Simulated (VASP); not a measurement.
# Ge (Pmma) in VASP: single point with PBEsol

Aim: the single point of Ge with PBEsol.

Program: VASP 6.6.1. These are calculated values, not measurements. Logs are shortened: lines on timing, memory, paths and dates and some standing lists are left out, and cuts for length are marked.

### Step 1. The cell of the first run

It takes space group Pmma (No. 51, orthorhombic). Conventional cell: a = 5.039 Å, b = 2.643 Å, c = 2.765 Å, α = 90.00°, β = 90.00°, γ = 90.00°. Within 3.5 Å of Ge (site symmetry mm2) lie 8 Ge at 2.64 to 3.03 Å.

### Step 2. Single point, PBEsol

File INCAR:

```
ALGO     = Normal         # electronic algorithm
EDIFF    = 1E-7           # SCF threshold, eV
ENCUT    = 520            # plane-wave cutoff, eV
GGA      = PS             # functional
ISIF     = 2              # what is computed and relaxed
ISMEAR   = 0              # smearing method
LASPH    = True           # aspherical terms in the spheres
LCHARG   = False          # write CHGCAR
LREAL    = False          # projectors in reciprocal space
LWAVE    = False          # write WAVECAR
NBANDS   = 21             # bands
NELM     = 100            # most SCF steps
PREC     = Accurate       # precision mode
SIGMA    = 0.15           # smearing width, eV
```

File KPOINTS:

```
k-points
0
Gamma
  22 22 12
```

File POSCAR:

```
Ge
1.0
    0.0000000000      0.0000000000     -2.6427277821
    2.7652112298      0.0000000000      0.0000000000
    0.0000000000     -5.0390024825      0.0000000000
Ge
2
Direct
    0.0000000000      0.4457545961      0.0000000000
    0.0000000000      0.0542454039      0.5000000000
```

Potentials or basis: VASP PAW PBE potentials, release 64 (Ge_d).

The run is started by

```sh
$ cat potpaw_PBE.64/Ge_d/POTCAR > POTCAR
$ mpirun -np 1 vasp_std > vasp.out
```

OUTCAR:

```text
EDIFF = 1E-7
   ENCUT = 520
   GGA = PS
   ISIF = 2
   ISMEAR = 0
   LASPH = True
   LREAL = False
   NELM = 100
   PREC = Accurate

 ion  position               nearest neighbor table
   1  0.000  0.446  0.000-   2 2.74   2 2.74
   2  0.000  0.054  0.500-   1 2.74   1 2.74

  LATTYP: Found a simple orthorhombic cell.
 ALAT       =     2.6427277821
 B/A-ratio  =     1.0463473569
 C/A-ratio  =     1.9067429179

  Lattice vectors:

 A1 = (   0.0000000000,   0.0000000000,  -2.6427277821)
 A2 = (   2.7652112298,   0.0000000000,   0.0000000000)
 A3 = (   0.0000000000,  -5.0390024825,   0.0000000000)

Analysis of symmetry for initial positions (statically):
=====================================================================
 Subroutine PRICEL returns:
 Original cell was already a primitive cell.

 Routine SETGRP: Setting up the symmetry group for a
 simple orthorhombic supercell.

 Subroutine GETGRP returns: Found  8 space group operations
 (whereof  4 operations were pure point group operations)
 out of a pool of  8 trial point group operations.

The static configuration has the point symmetry C_2v.
 The point group associated with its full space group is D_2h.

Analysis of symmetry for dynamics (positions and initial velocities):
=====================================================================
 Subroutine PRICEL returns:
 Original cell was already a primitive cell.

 Routine SETGRP: Setting up the symmetry group for a
 simple orthorhombic supercell.

 Subroutine GETGRP returns: Found  8 space group operations
 (whereof  4 operations were pure point group operations)
 out of a pool of  8 trial point group operations.

The dynamic configuration has the point symmetry C_2v.
 The point group associated with its full space group is D_2h.

 Subroutine INISYM returns: Found  8 space group operations
 (whereof  4 operations are pure point group operations),
 and found     1 'primitive' translations

----------------------------------------------------------------------------------------

                                     Primitive cell

  volume of cell :      36.8235

  direct lattice vectors                    reciprocal lattice vectors
     0.000000000  0.000000000 -2.642727782     0.000000000  0.000000000 -0.378396900
     2.765211230  0.000000000  0.000000000     0.361636026  0.000000000  0.000000000
     0.000000000 -5.039002482  0.000000000     0.000000000 -0.198451976  0.000000000

  length of vectors
     2.642727782  2.765211230  5.039002482     0.378396900  0.361636026  0.198451976

  position of ions in fractional coordinates (direct lattice)
     0.000000000  0.445754596  0.000000000
     0.000000000  0.054245404  0.500000000

  ion indices of the primitive-cell ions
   primitive index   ion index
                 1           1
                 2           2

----------------------------------------------------------------------------------------

 KPOINTS: k-points

Automatic generation of k-mesh.
 Grid dimensions read from file:
 generate k-points for:   22   22   12

 Generating k-lattice:

  Cartesian coordinates                     Fractional coordinates (reciprocal lattice)
     0.000000000  0.000000000 -0.017199859     0.045454545  0.000000000  0.000000000
     0.016438001  0.000000000  0.000000000     0.000000000  0.045454545  0.000000000
     0.000000000 -0.016537665  0.000000000     0.000000000  0.000000000  0.083333333

  Length of vectors
     0.017199859  0.016438001  0.016537665

  Shift w.r.t. Gamma in fractional coordinates (k-lattice)
     0.000000000  0.000000000  0.000000000

 Subroutine IBZKPT returns following result:
 ===========================================

 Found   1008 irreducible k-points:

 Following reciprocal coordinates:
            Coordinates               Weight
  0.000000  0.000000  0.000000      1.000000
  0.045455  0.000000  0.000000      2.000000
  0.090909  0.000000  0.000000      2.000000
  0.136364  0.000000  0.000000      2.000000
  0.181818  0.000000  0.000000      2.000000
  0.227273  0.000000  0.000000      2.000000
[... 16 lines left out ...]
  0.454545  0.045455  0.000000      4.000000
  0.500000  0.045455  0.000000      2.000000
 [... further k-points ...]
   k-points           NKPTS =   1008   k-points in BZ     NKDIM =   1008   number of bands    NBANDS=     21
   number of dos      NEDOS =    301   number of ions     NIONS =      2
   total plane-waves  NPLWV =  19200
   dimension x,y,z NGX =    20 NGY =   24 NGZ =   40
   dimension x,y,z NGXF=    40 NGYF=   48 NGZF=   80
   ions per type =               2
   NGX,Y,Z   is equivalent  to a cutoff of  12.58, 14.43, 13.20 a.u.
   NGXF,Y,Z  is equivalent  to a cutoff of  25.16, 28.86, 26.39 a.u.
 SYSTEM =  unknown system
   PREC   = accura    normal or accurate (medium, high low for compatibility)
   ISTART =      0    job   : 0-new  1-cont  2-samecut
   ICHARG =      2    charge: 1-file 2-atom 10-const
   ISPIN  =      1    spin polarized calculation?
   LNONCOLLINEAR =      F non collinear calculations
   LSORBIT =      F    spin-orbit coupling
   LASPH  =      T    aspherical Exc in radial PAW
   ENCUT  =  520.0 eV  38.22 Ry    6.18 a.u.   4.91  5.14  9.37*2*pi/ulx,y,z
   NELM   =    100;   NELMIN=  2; NELMDL= -5     # of ELM steps
   EDIFF  = 0.1E-06   stopping-criterion for ELM
   LREAL  =      F    real-space projection
   EDIFFG = 0.1E-05   stopping-criterion for IOM
   NSW    =      0    number of steps for IOM
   IBRION =     -1    ionic relax: 0-MD 1-quasi-New 2-CG
   NFREE  =      0    steps in history (QN), initial steepest desc. (CG)
   ISIF   =      2    stress and relaxation
   ISYM   =      2    0-nonsym 1-usesym 2-fastsym
   POTIM  = 0.5000    time-step for ionic-motion
   TEBEG  =    0.0;   TEEND  =   0.0 temperature during run
   PSTRESS=    0.0 pullay stress
   NELECT =      28.0000    total number of electrons
   NUPDOWN=      -1.0000    fix difference up-down
   EMIN   =  10.00;   EMAX   =-10.00  energy-range for DOS
   EFERMI =   0.00;   METHOD = LEGACY
   ISMEAR =     0;   SIGMA  =   0.15  broadening in eV -4-tet -1-fermi 0-gaus
   EFERMI_NEDOS =   21; number of points for ismear=-14 and -15
   IALGO  =     38    algorithm
   IMIX   =      4    mixing-type and parameters
     AMIX     =   0.40;   BMIX     =  1.00
     AMIX_MAG =   1.60;   BMIX_MAG =  1.00
  volume/ion in A,a.u.               =      18.41       124.25
  Fermi-wavevector in a.u.,A,eV,Ry     =   1.494236  2.823696 30.378271  2.232740
  Thomas-Fermi vector in A             =   2.606534
   LORBIT       =      0    0 simple, 1 ext, 2 COOP (PROOUT), +10 PAW based schemes
   GGA     = PS    functional components
   LHFCALC =     F    Hartree Fock is set to
   AEXX    =    0.0000 exact exchange contribution
   IVDW    =     0    specifies the selected vdW correction
   LEPSILON=     F    determine dielectric tensor
   LRPA    =     F    only Hartree local field effects (RPA)
 non-spin polarized calculation
 Gauss-broadening in eV      SIGMA  =   0.15
  energy-cutoff  :      520.00
  volume of cell :       36.82
 maximum number of plane-waves:      1016
 NGX is ok and might be reduce to    20
   NGX =  9   NGY = 11   NGZ = 19

 number of electron      27.9999978 magnetization

 Free energy of the ion-electron system (eV)
  ---------------------------------------------------
  ext. energy  EPLUGINS =         0.00000000
  ---------------------------------------------------
  free energy    TOTEN  =        -9.50697469 eV

  energy without entropy =       -9.49794997  energy(sigma->0) =       -9.50246233

 E-fermi :   6.7661     XC(G=0): -11.4976

 val. band max:        6.7574747414   @ k =   0.4091   0.4545   0.1667
 cond. band min:       6.7683909278   @ k =   0.0455   0.3182   0.1667
 fundamental gap:      0.0109161864
 Fermi energy:         6.7660511141

 k-point     1 :       0.0000    0.0000    0.0000
  band No.  band energies     occupation
      1     -17.9712      2.00000
      2     -17.9539      2.00000
      3     -17.8907      2.00000
      4     -17.8323      2.00000
      5     -17.8225      2.00000
      6     -17.7592      2.00000
[... 13 lines left out ...]
     20      17.4035      0.00000
     21      20.0072      0.00000

 k-point     2 :       0.0455    0.0000    0.0000
  band No.  band energies     occupation
      1     -17.9664      2.00000
      2     -17.9511      2.00000
      3     -17.8904      2.00000
      4     -17.8295      2.00000
      5     -17.8223      2.00000
      6     -17.7616      2.00000
[... 13 lines left out ...]
     20      17.9538      0.00000
     21      20.0651      0.00000

 k-point     3 :       0.0909    0.0000    0.0000
  band No.  band energies     occupation
      1     -17.9525      2.00000
      2     -17.9435      2.00000
      3     -17.8896      2.00000
      4     -17.8217      2.00000
      5     -17.8208      2.00000
      6     -17.7685      2.00000
[... 13 lines left out ...]
     20      19.2423      0.00000
     21      19.9226      0.00000

 k-point     4 :       0.1364    0.0000    0.0000
  band No.  band energies     occupation
      1     -17.9332      2.00000
      2     -17.9306      2.00000
      3     -17.8883      2.00000
      4     -17.8207      2.00000
      5     -17.8053      2.00000
      6     -17.7794      2.00000
[... 13 lines left out ...]
     20      18.2716      0.00000
     21      20.0231      0.00000

 k-point     5 :       0.1818    0.0000    0.0000
  band No.  band energies     occupation
      1     -17.9226      2.00000
      2     -17.9026      2.00000
      3     -17.8866      2.00000
      4     -17.8194      2.00000
      5     -17.7933      2.00000
      6     -17.7828      2.00000
[... 13 lines left out ...]
     20      18.1634      0.00000
     21      20.4012      0.00000
[... 382 lines left out ...]
     20      19.9710      0.00000
     21      21.8537      0.00000

 k-point    22 :       0.4091    0.0455    0.0000
  band No.  band energies     occupation
      1     -17.8891      2.00000
      2     -17.8754      2.00000
      3     -17.8650      2.00000
      4     -17.8133      2.00000
      5     -17.7820      2.00000
      6     -17.7749      2.00000
[... 13 lines left out ...]
     20      20.2715      0.00000
     21      21.4409      0.00000

 k-point    23 :       0.4545    0.0455    0.0000
  band No.  band energies     occupation
      1     -17.8874      2.00000
      2     -17.8746      2.00000
      3     -17.8717      2.00000
      4     -17.8127      2.00000
      5     -17.7869      2.00000
      6     -17.7797      2.00000
[... 13 lines left out ...]
     20      20.1048      0.00000
     21      21.6252      0.00000

 k-point    24 :       0.5000    0.0455    0.0000
  band No.  band energies     occupation
      1     -17.8868      2.00000
      2     -17.8743      2.00000
      3     -17.8740      2.00000
      4     -17.8125      2.00000
      5     -17.7886      2.00000
      6     -17.7813      2.00000
[... 13 lines left out ...]
     20      19.9586      0.00000
     21      21.8717      0.00000

 [... further k-points ...]

------------------------ aborting loop because EDIFF is reached ----------------------------------------

  FORCE on cell =-STRESS in cart. coord.  units (eV):
  Direction    XX          YY          ZZ          XY          YZ          ZX
  --------------------------------------------------------------------------------------
  -------------------------------------------------------------------------------------
  Total        0.2330528      0.1115780     -0.0684219      0.0000000      0.0000000      0.0000000
  in kB       10.1400389      4.8547164     -2.9770105      0.0000000      0.0000000      0.0000000
  external PRESSURE =       4.0059149 kB  Pullay stress =       0.0000000 kB

 VOLUME and BASIS-vectors are now :
 -----------------------------------------------------------------------------
  energy-cutoff  :      520.00
  volume of cell :       36.82
      direct lattice vectors                 reciprocal lattice vectors
     0.000000000  0.000000000 -2.642727782     0.000000000  0.000000000 -0.378396900
     2.765211230  0.000000000  0.000000000     0.361636026  0.000000000  0.000000000
     0.000000000 -5.039002482  0.000000000     0.000000000 -0.198451976  0.000000000

 POSITION                                       TOTAL-FORCE (eV/Angst)
 -----------------------------------------------------------------------------------
      1.23261      0.00000      0.00000         0.007671      0.000000      0.000000
      0.15000     -2.51950      0.00000        -0.007671      0.000000      0.000000
 -----------------------------------------------------------------------------------
    total drift:                                0.000000      0.000000     -0.000000

  FREE ENERGIE OF THE ION-ELECTRON SYSTEM (eV)
  ---------------------------------------------------
  free  energy   TOTEN  =        -9.5069746921 eV

  energy  without entropy=       -9.4979499687  energy(sigma->0) =       -9.50246233
```

Run time: 12 min. Hardware: 1 thread of Intel Xeon 8259CL, shared host; peak memory 0.65 GiB.

Results:

| Quantity | Value |
| --- | --- |
| Free energy | -9.5070 eV |
| Pressure | 0.4 GPa |
| Largest force | 0.008 eV/Å |
| Band gap on the k mesh | zero (bands 14 and 15 overlap by 7.71 eV) |

Forces in eV/Å, atoms in the order of the input:
```
Ge   0.008  0.000  0.000
Ge  -0.008  0.000  0.000
```

Caveat: the PAW data sets were made with another functional, which shifts forces and pressure a little.
